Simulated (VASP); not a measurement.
# TaWC2 (R-3m) in VASP: notebook, part 2 of 2

VASP 6.6.1. Earlier steps stand in the parts before.

### 3 Single point, PBE

This run uses another cell than the first one, of 11.35 Å³/atom.

INCAR

```
SYSTEM = TaWC2
PREC = Accurate
ENCUT = 520
EDIFF = 1E-6
ISMEAR = -1
SIGMA = 0.05
LREAL = .False.
LASPH = .True.
NELM = 60
ALGO = Normal
ISIF = 2
LWAVE = .False.
LCHARG = .True.
GGA = PE
LELF = .True.
LVHAR = .True.
NBANDS = 24
```

KPOINTS

```
Automatic mesh
0
Gamma
  10 10 10
  0 0 0
```

POSCAR

```
TaWC2
1.0
    1.5925398227      0.9194532953      5.1687539453
   -1.5925398227      0.9194532953      5.1687539453
    0.0000000000     -1.8389065907      5.1687539453
W Ta C
1 1 2
Direct
    0.0000000000      0.0000000000      0.0000000000
    0.5000000000      0.5000000000      0.5000000000
    0.2509330000      0.2509330000      0.2509330000
    0.7490670000      0.7490670000      0.7490670000
```

Potentials or basis: VASP PAW PBE potentials, release 64 (W_sv, Ta_pv, C).

On the command line:

```sh
$ cat potpaw_PBE.64/W_sv/POTCAR potpaw_PBE.64/Ta_pv/POTCAR potpaw_PBE.64/C/POTCAR > POTCAR
$ mpirun -np 1 vasp_std > vasp.out
```

OUTCAR:

```text
SYSTEM = TaWC2
   PREC = Accurate
   ENCUT = 520
   EDIFF = 1E-6
   ISMEAR = -1
   LREAL = .False.
   LASPH = .True.
   NELM = 60
   ISIF = 2
   GGA = PE

 ion  position               nearest neighbor table
   1  0.000  0.000  0.000-   4 2.24   4 2.24   3 2.24   3 2.24   4 2.24   3 2.24   2 3.17   2 3.17
                             2 3.17   2 3.17   2 3.17   2 3.17
   2  0.500  0.500  0.500-   3 2.26   3 2.26   4 2.26   4 2.26   3 2.26   4 2.26   1 3.17   1 3.17
                             1 3.17   1 3.17   1 3.17   1 3.17
   3  0.251  0.251  0.251-   1 2.24   1 2.24   1 2.24   2 2.26   2 2.26   2 2.26
   4  0.749  0.749  0.749-   1 2.24   1 2.24   1 2.24   2 2.26   2 2.26   2 2.26

  LATTYP: Found a trigonal (rhomboedric) cell.
 ALAT       =     5.4861274863
 COS(alpha) =     0.8314693846

  Lattice vectors:

 A1 = (   1.5925398227,   0.9194532953,   5.1687539453)
 A2 = (  -1.5925398227,   0.9194532953,   5.1687539453)
 A3 = (   0.0000000000,  -1.8389065907,   5.1687539453)

Analysis of symmetry for initial positions (statically):
=====================================================================
 Subroutine PRICEL returns:
 Original cell was already a primitive cell.

 Routine SETGRP: Setting up the symmetry group for a
 trigonal (rhombohedral) supercell.

 Subroutine GETGRP returns: Found 12 space group operations
 (whereof 12 operations were pure point group operations)
 out of a pool of 12 trial point group operations.

The static configuration has the point symmetry D_3d.

Analysis of symmetry for dynamics (positions and initial velocities):
=====================================================================
 Subroutine PRICEL returns:
 Original cell was already a primitive cell.

 Routine SETGRP: Setting up the symmetry group for a
 trigonal (rhombohedral) supercell.

 Subroutine GETGRP returns: Found 12 space group operations
 (whereof 12 operations were pure point group operations)
 out of a pool of 12 trial point group operations.

The dynamic configuration has the point symmetry D_3d.

 Subroutine INISYM returns: Found 12 space group operations
 (whereof 12 operations are pure point group operations),
 and found     1 'primitive' translations

----------------------------------------------------------------------------------------

                                     Primitive cell

  volume of cell :      45.4106

  direct lattice vectors                    reciprocal lattice vectors
     1.592539823  0.919453295  5.168753945     0.313963891  0.181267137  0.064490076
    -1.592539823  0.919453295  5.168753945    -0.313963891  0.181267137  0.064490076
     0.000000000 -1.838906591  5.168753945     0.000000000 -0.362534274  0.064490076

  length of vectors
     5.486127486  5.486127486  5.486127486     0.368225569  0.368225569  0.368225569

  position of ions in fractional coordinates (direct lattice)
     0.000000000  0.000000000  0.000000000
     0.500000000  0.500000000  0.500000000
     0.250933000  0.250933000  0.250933000
     0.749067000  0.749067000  0.749067000

  ion indices of the primitive-cell ions
   primitive index   ion index
                 1           1
                 2           2
[... 24 lines left out ...]
 Subroutine IBZKPT returns following result:
 ===========================================

 Found    116 irreducible k-points:

 Following reciprocal coordinates:
            Coordinates               Weight
  0.000000  0.000000  0.000000      1.000000
  0.100000  0.000000 -0.000000      6.000000
  0.200000  0.000000 -0.000000      6.000000
  0.300000  0.000000  0.000000      6.000000
  0.400000  0.000000  0.000000      6.000000
  0.500000  0.000000 -0.000000      3.000000
[... 16 lines left out ...]
  0.300000  0.300000  0.000000      6.000000
  0.400000  0.300000 -0.000000     12.000000
 [... further k-points ...]
   k-points           NKPTS =    116   k-points in BZ     NKDIM =    116   number of bands    NBANDS=     24
   number of dos      NEDOS =    301   number of ions     NIONS =      4
   total plane-waves  NPLWV =  74088
   dimension x,y,z NGX =    42 NGY =   42 NGZ =   42
   dimension x,y,z NGXF=    84 NGYF=   84 NGZF=   84
   ions per type =               1   1   2
   NGX,Y,Z   is equivalent  to a cutoff of  12.73, 12.73, 12.73 a.u.
   NGXF,Y,Z  is equivalent  to a cutoff of  25.45, 25.45, 25.45 a.u.
 SYSTEM =  TaWC2
   PREC   = accura    normal or accurate (medium, high low for compatibility)
   ISTART =      0    job   : 0-new  1-cont  2-samecut
   ICHARG =      2    charge: 1-file 2-atom 10-const
   ISPIN  =      1    spin polarized calculation?
   LNONCOLLINEAR =      F non collinear calculations
   LSORBIT =      F    spin-orbit coupling
   LASPH  =      T    aspherical Exc in radial PAW
   ENCUT  =  520.0 eV  38.22 Ry    6.18 a.u.  10.20 10.20 10.20*2*pi/ulx,y,z
   NELM   =     60;   NELMIN=  2; NELMDL= -5     # of ELM steps
   EDIFF  = 0.1E-05   stopping-criterion for ELM
   LREAL  =      F    real-space projection
   EDIFFG = 0.1E-04   stopping-criterion for IOM
   NSW    =      0    number of steps for IOM
   IBRION =     -1    ionic relax: 0-MD 1-quasi-New 2-CG
   NFREE  =      0    steps in history (QN), initial steepest desc. (CG)
   ISIF   =      2    stress and relaxation
   ISYM   =      2    0-nonsym 1-usesym 2-fastsym
   POTIM  = 0.5000    time-step for ionic-motion
   TEBEG  =    0.0;   TEEND  =   0.0 temperature during run
   PSTRESS=    0.0 pullay stress
   NELECT =      33.0000    total number of electrons
   NUPDOWN=      -1.0000    fix difference up-down
   EMIN   =  10.00;   EMAX   =-10.00  energy-range for DOS
   EFERMI =   0.00;   METHOD = LEGACY
   ISMEAR =    -1;   SIGMA  =   0.05  broadening in eV -4-tet -1-fermi 0-gaus
   EFERMI_NEDOS =   21; number of points for ismear=-14 and -15
   IALGO  =     38    algorithm
   IMIX   =      4    mixing-type and parameters
     AMIX     =   0.40;   BMIX     =  1.00
     AMIX_MAG =   1.60;   BMIX_MAG =  1.00
  volume/ion in A,a.u.               =      11.35        76.61
  Fermi-wavevector in a.u.,A,eV,Ry     =   1.471839  2.781373 29.474457  2.166311
  Thomas-Fermi vector in A             =   2.586927
   LORBIT       =      0    0 simple, 1 ext, 2 COOP (PROOUT), +10 PAW based schemes
   GGA     = PE    functional components
   LHFCALC =     F    Hartree Fock is set to
   AEXX    =    0.0000 exact exchange contribution
   IVDW    =     0    specifies the selected vdW correction
   LEPSILON=     F    determine dielectric tensor
   LRPA    =     F    only Hartree local field effects (RPA)
 non-spin polarized calculation
  energy-cutoff  :      520.00
  volume of cell :       45.41
 maximum number of plane-waves:      1238
 NGX is ok and might be reduce to    42
   NGX = 21   NGY = 21   NGZ = 21

 number of electron      33.0000003 magnetization

 Free energy of the ion-electron system (eV)
  ---------------------------------------------------
  ext. energy  EPLUGINS =         0.00000000
  ---------------------------------------------------
  free energy    TOTEN  =       -43.72501632 eV

  energy without entropy =      -43.70965340  energy(sigma->0) =      -43.71733486

 E-fermi :   9.7672     XC(G=0): -13.1854

 val. band max:        9.7592967315   @ k =  -0.1000   0.2000   0.1000
 cond. band min:       9.7809360216   @ k =  -0.3000   0.1000   0.0000
 fundamental gap:      0.0216392901
 Fermi energy:         9.7671756515

 k-point     1 :       0.0000    0.0000    0.0000
  band No.  band energies     occupation
      1     -65.6089      2.00000
      2     -29.8213      2.00000
      3     -29.6734      2.00000
      4     -29.6734      2.00000
      5     -25.9863      2.00000
      6     -25.6624      2.00000
[... 637 lines left out ...]
     23      15.3999      0.00000
     24      16.0230      0.00000

 [... further k-points ...]

------------------------ aborting loop because EDIFF is reached ----------------------------------------

  FORCE on cell =-STRESS in cart. coord.  units (eV):
  Direction    XX          YY          ZZ          XY          YZ          ZX
  --------------------------------------------------------------------------------------
  -------------------------------------------------------------------------------------
  Total       -3.9779287     -3.9779287     -3.9415846      0.0000000      0.0000000      0.0000000
  in kB     -140.3493787   -140.3493787   -139.0670862      0.0000000      0.0000000      0.0000000
  external PRESSURE =    -139.9219478 kB  Pullay stress =       0.0000000 kB

 VOLUME and BASIS-vectors are now :
 -----------------------------------------------------------------------------
  energy-cutoff  :      520.00
  volume of cell :       45.41
      direct lattice vectors                 reciprocal lattice vectors
     1.592539823  0.919453295  5.168753945     0.313963891  0.181267137  0.064490076
    -1.592539823  0.919453295  5.168753945    -0.313963891  0.181267137  0.064490076
     0.000000000 -1.838906591  5.168753945     0.000000000 -0.362534274  0.064490076

 POSITION                                       TOTAL-FORCE (eV/Angst)
 -----------------------------------------------------------------------------------
      0.00000      0.00000      0.00000         0.000000      0.000000     -0.000000
      0.00000     -0.00000      7.75313        -0.000000      0.000000      0.000000
      0.00000     -0.00000      3.89103        -0.000000     -0.000000      0.053033
      0.00000     -0.00000     11.61523        -0.000000      0.000000     -0.053033
 -----------------------------------------------------------------------------------
    total drift:                                0.000000      0.000000      0.000000

  FREE ENERGIE OF THE ION-ELECTRON SYSTEM (eV)
  ---------------------------------------------------
  free  energy   TOTEN  =       -43.7250163173 eV

  energy  without entropy=      -43.7096534003  energy(sigma->0) =      -43.71733486
```

OSZICAR:

```text
N       E                     dE             d eps       ncg     rms          rms(c)
DAV:   1     0.268925753106E+03    0.26893E+03   -0.16781E+04  5568   0.145E+03
DAV:   2    -0.371427376889E+02   -0.30607E+03   -0.29354E+03  6352   0.421E+02
DAV:   3    -0.506331263511E+02   -0.13490E+02   -0.13198E+02  7184   0.817E+01
DAV:   4    -0.508428091938E+02   -0.20968E+00   -0.20950E+00  6064   0.105E+01
DAV:   5    -0.508460210733E+02   -0.32119E-02   -0.32111E-02  7256   0.123E+00    0.356E+01
DAV:   6    -0.441074427749E+02    0.67386E+01   -0.29971E+01  6392   0.341E+01    0.108E+01
DAV:   7    -0.439711390711E+02    0.13630E+00   -0.31665E+00  7024   0.119E+01    0.803E+00
DAV:   8    -0.437611208508E+02    0.21002E+00   -0.10652E+00  6752   0.645E+00    0.441E+00
DAV:   9    -0.437261459454E+02    0.34975E-01   -0.10045E-01  6776   0.220E+00    0.562E-01
DAV:  10    -0.437251255817E+02    0.10204E-02   -0.51119E-03  7056   0.477E-01    0.194E-01
DAV:  11    -0.437250121808E+02    0.11340E-03   -0.87000E-04  6968   0.228E-01    0.617E-02
DAV:  12    -0.437250172686E+02   -0.50878E-05   -0.85051E-05  6552   0.597E-02    0.222E-02
DAV:  13    -0.437250163173E+02    0.95126E-06   -0.24411E-06  6136   0.113E-02
   1 F= -.43725016E+02 E0= -.43717335E+02  d E =-.153629E-01
```

stdout:

```text
POSCAR found type information on POSCAR W TaC
 POSCAR found :  3 types and       4 ions
 scaLAPACK will be used
 LDA part: xc-table for (Slater+PW92), standard interpolation
 POSCAR, INCAR and KPOINTS ok, starting setup
 FFT: planning ... GRIDC
 FFT: planning ... GRID_SOFT
 FFT: planning ... GRID
 WAVECAR not read
 entering main loop
```

Wall time 13 min (1 thread of Intel Xeon 8259CL, shared host); peak memory 0.32 GiB.

What came out:

- Free energy: -43.7250 eV
- Pressure: -14.0 GPa
- Largest force: 0.053 eV/Å
- Band gap on the k mesh: zero (an odd number of electrons rules out a gap without spin polarisation)

Forces in eV/Å, atoms in the order of the input:
```
W    0.000  0.000  0.000
Ta   0.000  0.000  0.000
C    0.000  0.000  0.053
C    0.000  0.000 -0.053
```

Caveat: the cell stands under tension; spin-orbit coupling is left out, which moves the levels of the heavy elements; an odd number of electrons without spin polarisation forces a metal; a magnetic or distorted state may lie lower.

The gap in the log of VASP goes by the Fermi energy; the results here count the filled bands.